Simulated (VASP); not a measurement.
Runs of VASP 6.6.1 on LaScF. The structure is that of space group P4/mmm (No. 123), or close to it. The cells are those of the table. The cell was generated, and may not be a known phase.

| task | cell | k mesh | cutoff (eV) | gap on the mesh (eV) | pressure (GPa) | relaxed volume (Å³/atom) |
| --- | --- | --- | --- | --- | --- | --- |
| single point | a = 3.157, b = 3.157, c = 6.908 Å, 3 atoms | 6 × 6 × 4 | 520 | none | 0.2 | - |
| relaxation of cell and atoms | relaxed from a = 3.802, b = 3.802, c = 5.080 Å, 3 atoms | 4 × 4 × 4 | 600 | none | 0.1 | 22.77 |
| relaxation of cell and atoms | relaxed from a = 3.157, b = 3.157, c = 6.908 Å, 3 atoms | 14 × 14 × 8 | 600 | none | 0.0 | 23.54 |
| relaxation of cell and atoms | relaxed from a = 3.150, b = 3.150, c = 7.157 Å, 3 atoms | 6 × 6 × 4 | 600 | none | 0.1 | (a) |
| single point | a = 3.802, b = 3.802, c = 5.080 Å, 3 atoms | 4 × 4 × 4 | 520 | none | -0.6 | - |
| single point | a = 3.150, b = 3.150, c = 7.157 Å, 3 atoms | 4 × 4 × 4 | 520 | none | 0.2 | - |
| single point | a = 3.167, b = 3.167, c = 7.033 Å, 3 atoms | 14 × 14 × 8 | 520 | none | 0.1 | - |

Alike in all rows: level PBE; potentials or basis VASP PAW PBE potentials, release 64 (La, Sc_sv, F); no spin polarisation; smearing gaussian 0.1 eV.

Fill in the values left out.

(a) 22.96.

Caveats: some runs use coarse meshes; spin-orbit coupling is left out, which moves the levels of the heavy elements; an odd number of electrons without spin polarisation forces a metal; a magnetic or distorted state may lie lower; a cell axis changed by over 15 % at a fixed basis, so the end point is rough (at least some runs).

A k mesh can miss the band edges, and the runs leave out spin-orbit coupling on La.

A gap of «none» marks levels without a gap at the run's occupations.
